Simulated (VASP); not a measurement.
# CuAu3 (Pm-3m) in VASP: a series of runs

CuAu3 is run at these levels: r2SCAN; tasks: single point, relaxation of the atoms.

Everything below comes from runs of VASP 6.6.1. Logs are shortened: lines on timing, memory, paths and dates and some standing lists are left out, and cuts for length are marked.

### Step 1. The cell of the first run

Symmetry: Pm-3m, No. 221, cubic system. The conventional cell has a = 4.090 Å, b = 4.090 Å, c = 4.090 Å, α = 90.00°, β = 90.00°, γ = 90.00°. Cu (site symmetry m-3m) has 12 Au at 2.89 Å within 3.8 Å. Au (site symmetry 4/mmm) has 4 Cu at 2.89 Å and 8 Au at 2.89 Å within 3.8 Å.

### Step 2. Single point, r2SCAN

Contents of POSCAR:

```
CuAu3
1.0
    4.0902868500      0.0000000000      0.0000000000
    0.0000000000      4.0902868500      0.0000000000
    0.0000000000      0.0000000000      4.0902868500
Cu Au
1 3
Direct
    0.0000000000      0.0000000000      0.0000000000
    0.0000000000      0.5000000000      0.5000000000
    0.5000000000      0.0000000000      0.5000000000
    0.5000000000      0.5000000000      0.0000000000
```

Contents of INCAR.step1:

```
PREC = Accurate
ENCUT = 520
ISMEAR = -1
SIGMA = 0.1
LREAL = False
LASPH = True
NELM = 100
NBANDS = 30
GGA = PE
ALGO = Normal
EDIFF = 1E-4
LWAVE = True
LCHARG = False
```

Contents of INCAR.step2:

```
PREC = Accurate
ENCUT = 520
EDIFF = 1E-6
ISMEAR = -1
SIGMA = 0.1
LREAL = False
LASPH = True
NELM = 100
ALGO = Normal
ISIF = 2
LWAVE = False
LCHARG = True
METAGGA = R2SCAN
LMIXTAU = True
LELF = True
LVHAR = True
NBANDS = 30
ISTART = 1
```

Contents of KPOINTS:

```
regular mesh
0
Gamma
  8 8 8
```

Potentials or basis: VASP PAW PBE potentials, release 64 (Cu, Au).

Started as:

```console
$ cat potpaw_PBE.64/Cu/POTCAR potpaw_PBE.64/Au/POTCAR > POTCAR
$ cp INCAR.step1 INCAR
$ mpirun -np 1 vasp_std > vasp.out
$ cp INCAR.step2 INCAR
$ mpirun -np 1 vasp_std > vasp.out
```

OUTCAR:

```text
PREC = Accurate
   ENCUT = 520
   EDIFF = 1E-6
   ISMEAR = -1
   LREAL = False
   LASPH = True
   NELM = 100
   ISIF = 2
   METAGGA = R2SCAN
   ISTART = 1

 ion  position               nearest neighbor table
   1  0.000  0.000  0.000-   2 2.89   3 2.89   4 2.89   2 2.89   3 2.89   2 2.89   4 2.89   2 2.89
                             3 2.89   4 2.89   3 2.89   4 2.89
   2  0.000  0.500  0.500-   1 2.89   3 2.89   4 2.89   1 2.89   4 2.89   1 2.89   3 2.89   1 2.89
                             3 2.89   4 2.89   4 2.89   3 2.89
   3  0.500  0.000  0.500-   1 2.89   2 2.89   4 2.89   1 2.89   4 2.89   2 2.89   4 2.89   4 2.89
                             1 2.89   2 2.89   1 2.89   2 2.89
   4  0.500  0.500  0.000-   1 2.89   2 2.89   3 2.89   2 2.89   3 2.89   1 2.89   3 2.89   3 2.89
                             1 2.89   2 2.89   2 2.89   1 2.89

  LATTYP: Found a simple cubic cell.
 ALAT       =     4.0902868500

  Lattice vectors:

 A1 = (   4.0902868500,   0.0000000000,   0.0000000000)
 A2 = (   0.0000000000,   4.0902868500,   0.0000000000)
 A3 = (   0.0000000000,   0.0000000000,   4.0902868500)

Analysis of symmetry for initial positions (statically):
=====================================================================
 Subroutine PRICEL returns:
 Original cell was already a primitive cell.

 Routine SETGRP: Setting up the symmetry group for a
 simple cubic supercell.

 Subroutine GETGRP returns: Found 48 space group operations
 (whereof 48 operations were pure point group operations)
 out of a pool of 48 trial point group operations.

The static configuration has the point symmetry O_h .

Analysis of symmetry for dynamics (positions and initial velocities):
=====================================================================
 Subroutine PRICEL returns:
 Original cell was already a primitive cell.

 Routine SETGRP: Setting up the symmetry group for a
 simple cubic supercell.

 Subroutine GETGRP returns: Found 48 space group operations
 (whereof 48 operations were pure point group operations)
 out of a pool of 48 trial point group operations.

The dynamic configuration has the point symmetry O_h .

 Subroutine INISYM returns: Found 48 space group operations
 (whereof 48 operations are pure point group operations),
 and found     1 'primitive' translations

----------------------------------------------------------------------------------------

                                     Primitive cell

  volume of cell :      68.4323

  direct lattice vectors                    reciprocal lattice vectors
     4.090286850  0.000000000  0.000000000     0.244481631  0.000000000  0.000000000
     0.000000000  4.090286850  0.000000000     0.000000000  0.244481631  0.000000000
     0.000000000  0.000000000  4.090286850     0.000000000  0.000000000  0.244481631

  length of vectors
     4.090286850  4.090286850  4.090286850     0.244481631  0.244481631  0.244481631

  position of ions in fractional coordinates (direct lattice)
     0.000000000  0.000000000  0.000000000
     0.000000000  0.500000000  0.500000000
     0.500000000  0.000000000  0.500000000
     0.500000000  0.500000000  0.000000000

  ion indices of the primitive-cell ions
   primitive index   ion index
                 1           1
                 2           2
                 3           3
                 4           4

----------------------------------------------------------------------------------------

 KPOINTS: regular mesh

Automatic generation of k-mesh.
 Grid dimensions read from file:
 generate k-points for:    8    8    8

 Generating k-lattice:

  Cartesian coordinates                     Fractional coordinates (reciprocal lattice)
     0.030560204  0.000000000  0.000000000     0.125000000  0.000000000  0.000000000
     0.000000000  0.030560204  0.000000000     0.000000000  0.125000000  0.000000000
     0.000000000  0.000000000  0.030560204     0.000000000  0.000000000  0.125000000

  Length of vectors
     0.030560204  0.030560204  0.030560204

  Shift w.r.t. Gamma in fractional coordinates (k-lattice)
     0.000000000  0.000000000  0.000000000

 Subroutine IBZKPT returns following result:
 ===========================================

 Found     35 irreducible k-points:

 Following reciprocal coordinates:
            Coordinates               Weight
  0.000000  0.000000  0.000000      1.000000
  0.125000  0.000000  0.000000      6.000000
  0.250000  0.000000  0.000000      6.000000
  0.375000  0.000000  0.000000      6.000000
  0.500000  0.000000  0.000000      3.000000
  0.125000  0.125000  0.000000     12.000000
[... 16 lines left out ...]
  0.375000  0.375000  0.125000     24.000000
  0.500000  0.375000  0.125000     24.000000
 [... further k-points ...]
   k-points           NKPTS =     35   k-points in BZ     NKDIM =     35   number of bands    NBANDS=     30
   number of dos      NEDOS =    301   number of ions     NIONS =      4
   total plane-waves  NPLWV =  27000
   dimension x,y,z NGX =    30 NGY =   30 NGZ =   30
   dimension x,y,z NGXF=    60 NGYF=   60 NGZF=   60
   ions per type =               1   3
   NGX,Y,Z   is equivalent  to a cutoff of  12.19, 12.19, 12.19 a.u.
   NGXF,Y,Z  is equivalent  to a cutoff of  24.39, 24.39, 24.39 a.u.
 SYSTEM =  unknown system
   PREC   = accura    normal or accurate (medium, high low for compatibility)
   ISTART =      1    job   : 0-new  1-cont  2-samecut
   ICHARG =      0    charge: 1-file 2-atom 10-const
   ISPIN  =      1    spin polarized calculation?
   LNONCOLLINEAR =      F non collinear calculations
   LSORBIT =      F    spin-orbit coupling
   LASPH  =      T    aspherical Exc in radial PAW
   ENCUT  =  520.0 eV  38.22 Ry    6.18 a.u.   7.61  7.61  7.61*2*pi/ulx,y,z
   NELM   =    100;   NELMIN=  2; NELMDL=  0     # of ELM steps
   EDIFF  = 0.1E-05   stopping-criterion for ELM
   LREAL  =      F    real-space projection
   EDIFFG = 0.1E-04   stopping-criterion for IOM
   NSW    =      0    number of steps for IOM
   IBRION =     -1    ionic relax: 0-MD 1-quasi-New 2-CG
   NFREE  =      0    steps in history (QN), initial steepest desc. (CG)
   ISIF   =      2    stress and relaxation
   ISYM   =      2    0-nonsym 1-usesym 2-fastsym
   POTIM  = 0.5000    time-step for ionic-motion
   TEBEG  =    0.0;   TEEND  =   0.0 temperature during run
   PSTRESS=    0.0 pullay stress
   NELECT =      44.0000    total number of electrons
   NUPDOWN=      -1.0000    fix difference up-down
   EMIN   =  10.00;   EMAX   =-10.00  energy-range for DOS
   EFERMI =   0.00;   METHOD = LEGACY
   ISMEAR =    -1;   SIGMA  =   0.10  broadening in eV -4-tet -1-fermi 0-gaus
   EFERMI_NEDOS =   21; number of points for ismear=-14 and -15
   IALGO  =     38    algorithm
   IMIX   =      4    mixing-type and parameters
     AMIX     =   0.40;   BMIX     =  1.00
     AMIX_MAG =   1.60;   BMIX_MAG =  1.00
  volume/ion in A,a.u.               =      17.11       115.45
  Fermi-wavevector in a.u.,A,eV,Ry     =   1.412988  2.670161 27.164528  1.996536
  Thomas-Fermi vector in A             =   2.534680
   LORBIT       =      0    0 simple, 1 ext, 2 COOP (PROOUT), +10 PAW based schemes
   METAGGA = R2SCAN    functional components
   LHFCALC =     F    Hartree Fock is set to
   AEXX    =    0.0000 exact exchange contribution
   IVDW    =     0    specifies the selected vdW correction
   LEPSILON=     F    determine dielectric tensor
   LRPA    =     F    only Hartree local field effects (RPA)
 non-spin polarized calculation
  energy-cutoff  :      520.00
  volume of cell :       68.43
 maximum number of plane-waves:      1857
   NGX = 15   NGY = 15   NGZ = 15

 number of electron      43.9999946 magnetization

 Free energy of the ion-electron system (eV)
  ---------------------------------------------------
  ext. energy  EPLUGINS =         0.00000000
  ---------------------------------------------------
  free energy    TOTEN  =      -162.63524909 eV

  energy without entropy =     -162.59826034  energy(sigma->0) =     -162.61675472

 E-fermi :   7.8531     XC(G=0): -13.0596

 val. band max:        7.8323356589   @ k =   0.2500   0.2500   0.0000
 cond. band min:       7.9411574714   @ k =   0.3750   0.3750   0.2500
 fundamental gap:      0.1088218125
 Fermi energy:         7.8530661508

 k-point     1 :       0.0000    0.0000    0.0000
  band No.  band energies     occupation
      1      -1.5224      2.00000
      2       0.8315      2.00000
      3       1.5154      2.00000
      4       1.5154      2.00000
      5       1.5154      2.00000
      6       1.6543      2.00000
[... 22 lines left out ...]
     29      17.9595      0.00000
     30      17.9595      0.00000

 k-point     2 :       0.1250    0.0000    0.0000
  band No.  band energies     occupation
      1      -1.3443      2.00000
      2       0.9335      2.00000
      3       1.5609      2.00000
      4       1.6046      2.00000
      5       1.6046      2.00000
      6       1.6818      2.00000
[... 22 lines left out ...]
     29      17.8764      0.00000
     30      17.8911      0.00000

 k-point     3 :       0.2500    0.0000    0.0000
  band No.  band energies     occupation
      1      -0.8301      2.00000
      2       1.2080      2.00000
      3       1.6830      2.00000
      4       1.7359      2.00000
      5       1.8672      2.00000
      6       1.8672      2.00000
[... 22 lines left out ...]
     29      17.3709      0.00000
     30      17.5826      0.00000

 k-point     4 :       0.3750    0.0000    0.0000
  band No.  band energies     occupation
      1      -0.0736      2.00000
      2       1.5053      2.00000
      3       1.7445      2.00000
      4       1.8299      2.00000
      5       2.2781      2.00000
      6       2.2781      2.00000
[... 616 lines left out ...]
     29      17.8847      0.00000
     30      18.1468      0.00000

 k-point    23 :       0.3750    0.3750    0.1250
  band No.  band energies     occupation
      1       0.9878      2.00000
      2       1.8816      2.00000
      3       1.9069      2.00000
      4       2.1397      2.00000
      5       2.5782      2.00000
      6       2.7711      2.00000
[... 22 lines left out ...]
     29      17.8427      0.00000
     30      19.6888      0.00000

 k-point    24 :       0.5000    0.3750    0.1250
  band No.  band energies     occupation
      1       1.3663      2.00000
      2       1.6119      2.00000
      3       1.9083      2.00000
      4       2.1634      2.00000
      5       2.6865      2.00000
      6       2.8630      2.00000
[... 22 lines left out ...]
     29      18.3146      0.00000
     30      18.9256      0.00000

 [... further k-points ...]
[... 5 lines left out ...]
  --------------------------------------------------------------------------------------
  -------------------------------------------------------------------------------------
  Total       -3.1900752     -3.1900752     -3.1900752      0.0000000     -0.0000000     -0.0000000
  in kB      -74.6878925    -74.6878925    -74.6878925      0.0000000     -0.0000000     -0.0000000
  external PRESSURE =     -74.6878925 kB  Pullay stress =       0.0000000 kB

 VOLUME and BASIS-vectors are now :
 -----------------------------------------------------------------------------
  energy-cutoff  :      520.00
  volume of cell :       68.43
      direct lattice vectors                 reciprocal lattice vectors
     4.090286850  0.000000000  0.000000000     0.244481631  0.000000000  0.000000000
     0.000000000  4.090286850  0.000000000     0.000000000  0.244481631  0.000000000
     0.000000000  0.000000000  4.090286850     0.000000000  0.000000000  0.244481631

 POSITION                                       TOTAL-FORCE (eV/Angst)
 -----------------------------------------------------------------------------------
      0.00000      0.00000      0.00000         0.000000      0.000000      0.000000
      0.00000      2.04514      2.04514         0.000000      0.000000      0.000000
      2.04514      0.00000      2.04514         0.000000      0.000000      0.000000
      2.04514      2.04514      0.00000         0.000000      0.000000      0.000000
 -----------------------------------------------------------------------------------
    total drift:                                0.000000      0.000000     -0.000000

  FREE ENERGIE OF THE ION-ELECTRON SYSTEM (eV)
  ---------------------------------------------------
  free  energy   TOTEN  =      -162.6352490869 eV

  energy  without entropy=     -162.5982603438  energy(sigma->0) =     -162.61675472
```

It took 8.2 min on 1 thread of Intel Xeon 8259CL, shared host; peak memory 0.21 GiB.

What came out:

```
Free energy            : -162.6352 eV
Pressure               : -7.5 GPa
Band gap on the k mesh : zero (bands 22 and 23 overlap by 1.93 eV)
```

Caveat: the cell stands under tension; the PAW data sets were made with another functional, which shifts forces and pressure a little; spin-orbit coupling is left out, which moves the levels of the heavy elements.

### Step 3. Relaxation of the atoms, r2SCAN

This run uses another cell than the first one, of 15.82 Å³/atom.

Contents of POSCAR:

```
CuAu3
1.0
    3.9846835400      0.0000000000      0.0000000000
    0.0000000000      3.9846835400      0.0000000000
    0.0000000000      0.0000000000      3.9846835400
Cu Au
1 3
Direct
    0.0000000000      0.0000000000      0.0000000000
    0.0000000000      0.5000000000      0.5000000000
    0.5000000000      0.0000000000      0.5000000000
    0.5000000000      0.5000000000      0.0000000000
```

Contents of INCAR.step1:

```
PREC = Accurate
ENCUT = 520
ISMEAR = -1
SIGMA = 0.1
LREAL = F
LASPH = T
NELM = 60
GGA = PE
ALGO = Normal
EDIFF = 1E-4
LWAVE = T
LCHARG = F
```

Contents of INCAR.step2:

```
PREC = Accurate
ENCUT = 520
EDIFF = 1E-6
ISMEAR = -1
SIGMA = 0.1
LREAL = F
LASPH = T
NELM = 60
ALGO = Normal
ISIF = 2
LWAVE = F
LCHARG = F
METAGGA = R2SCAN
LMIXTAU = T
IBRION = 2
NSW = 50
EDIFFG = -0.01
ISTART = 1
```

Contents of KPOINTS:

```
Automatic mesh
0
Gamma
  8 8 8
```

Potentials or basis: VASP PAW PBE potentials, release 64 (Cu, Au).

Started as:

```console
$ cat potpaw_PBE.64/Cu/POTCAR potpaw_PBE.64/Au/POTCAR > POTCAR
$ cp INCAR.step1 INCAR
$ mpirun -np 1 vasp_std > vasp.out
$ cp INCAR.step2 INCAR
$ mpirun -np 1 vasp_std > vasp.out
```

OUTCAR:

```text
PREC = Accurate
   ENCUT = 520
   EDIFF = 1E-6
   ISMEAR = -1
   LREAL = F
   LASPH = T
   NELM = 60
   ISIF = 2
   METAGGA = R2SCAN
   IBRION = 2
   NSW = 50
   EDIFFG = -0.01
   ISTART = 1

 ion  position               nearest neighbor table
   1  0.000  0.000  0.000-   2 2.82   3 2.82   4 2.82   2 2.82   3 2.82   2 2.82   4 2.82   2 2.82
                             3 2.82   4 2.82   3 2.82   4 2.82
   2  0.000  0.500  0.500-   1 2.82   3 2.82   4 2.82   1 2.82   4 2.82   1 2.82   3 2.82   1 2.82
[... 904 lines left out ...]
  -------------------------------------------------------------------------------------
  Total        1.4765341      1.4765341      1.4765341     -0.0000000     -0.0000000     -0.0000000
  in kB       37.3914722     37.3914722     37.3914722     -0.0000000     -0.0000000     -0.0000000
  external PRESSURE =      37.3914722 kB  Pullay stress =       0.0000000 kB

 VOLUME and BASIS-vectors are now :
 -----------------------------------------------------------------------------
  energy-cutoff  :      520.00
  volume of cell :       63.27
      direct lattice vectors                 reciprocal lattice vectors
     3.984683540  0.000000000  0.000000000     0.250960958  0.000000000  0.000000000
     0.000000000  3.984683540  0.000000000     0.000000000  0.250960958  0.000000000
     0.000000000  0.000000000  3.984683540     0.000000000  0.000000000  0.250960958

 POSITION                                       TOTAL-FORCE (eV/Angst)
 -----------------------------------------------------------------------------------
      0.00000      0.00000      0.00000         0.000000      0.000000      0.000000
      0.00000      1.99234      1.99234         0.000000      0.000000      0.000000
      1.99234      0.00000      1.99234         0.000000      0.000000      0.000000
      1.99234      1.99234      0.00000         0.000000      0.000000      0.000000
 -----------------------------------------------------------------------------------
    total drift:                                0.000000      0.000000     -0.000000

  FREE ENERGIE OF THE ION-ELECTRON SYSTEM (eV)
  ---------------------------------------------------
  free  energy   TOTEN  =      -162.7086699139 eV

  energy  without entropy=     -162.6707542138  energy(sigma->0) =     -162.68971206

 reached required accuracy - stopping structural energy minimisation
```

OUTCAR.step1:

```text
PREC = Accurate
   ENCUT = 520
   ISMEAR = -1
   LREAL = F
   LASPH = T
[... 927 lines left out ...]
      0.00000      0.00000      0.00000         0.000000      0.000000      0.000000
      0.00000      1.99234      1.99234         0.000000      0.000000      0.000000
      1.99234      0.00000      1.99234         0.000000      0.000000      0.000000
      1.99234      1.99234      0.00000         0.000000      0.000000      0.000000
 -----------------------------------------------------------------------------------
    total drift:                                0.000000      0.000000     -0.000000

  FREE ENERGIE OF THE ION-ELECTRON SYSTEM (eV)
  ---------------------------------------------------
  free  energy   TOTEN  =       -13.4419318716 eV

  energy  without entropy=      -13.4013041183  energy(sigma->0) =      -13.42161799
```

OSZICAR.step1:

```text
N       E                     dE             d eps       ncg     rms          rms(c)
DAV:   1     0.380748944429E+03    0.38075E+03   -0.22050E+04  1868   0.209E+03
DAV:   2     0.153849225943E+02   -0.36536E+03   -0.35166E+03  1932   0.431E+02
DAV:   3    -0.140977355602E+02   -0.29483E+02   -0.27941E+02  2258   0.123E+02
DAV:   4    -0.148661548516E+02   -0.76842E+00   -0.76253E+00  2194   0.186E+01
DAV:   5    -0.148802606274E+02   -0.14106E-01   -0.14100E-01  2228   0.253E+00    0.179E+01
DAV:   6    -0.138407846320E+02    0.10395E+01   -0.95414E+00  2452   0.622E+01    0.963E+00
DAV:   7    -0.137594001076E+02    0.81385E-01   -0.49608E+00  2300   0.968E+01    0.105E+01
DAV:   8    -0.134496353766E+02    0.30976E+00   -0.37343E+00  2572   0.290E+01    0.387E+00
DAV:   9    -0.134491654247E+02    0.46995E-03   -0.16897E-01  2462   0.109E+01    0.681E-01
DAV:  10    -0.134420237665E+02    0.71417E-02   -0.58728E-02  2168   0.629E+00    0.122E-01
DAV:  11    -0.134419437321E+02    0.80034E-04   -0.22496E-03  2440   0.922E-01    0.550E-02
DAV:  12    -0.134419318716E+02    0.11860E-04   -0.34322E-04  1466   0.496E-01
   1 F= -.13441932E+02 E0= -.13421618E+02  d E =-.406278E-01
```

Run time: 3.9 min. Hardware: 1 thread of Oxide Virtual Turin-like, shared host; peak memory 0.17 GiB.

Results:

```
Free energy             : -162.7087 eV
Pressure after relaxing : 3.7 GPa
Band gap on the k mesh  : zero (bands 22 and 23 overlap by 2.11 eV)
```

Final structure:
```
CELL_PARAMETERS angstrom
3.98468 0.00000 0.00000
0.00000 3.98468 0.00000
0.00000 0.00000 3.98468
ATOMIC_POSITIONS crystal
Cu 0.00000 0.00000 0.00000
Au 0.00000 0.50000 0.50000
Au 0.50000 0.00000 0.50000
Au 0.50000 0.50000 0.00000
```

Caveat: the relaxation stopped at its first step, so nothing moved; the PAW data sets were made with another functional, which shifts forces and pressure a little; spin-orbit coupling is left out, which moves the levels of the heavy elements.

The gap in the log of VASP goes by the Fermi energy; the results here count the filled bands.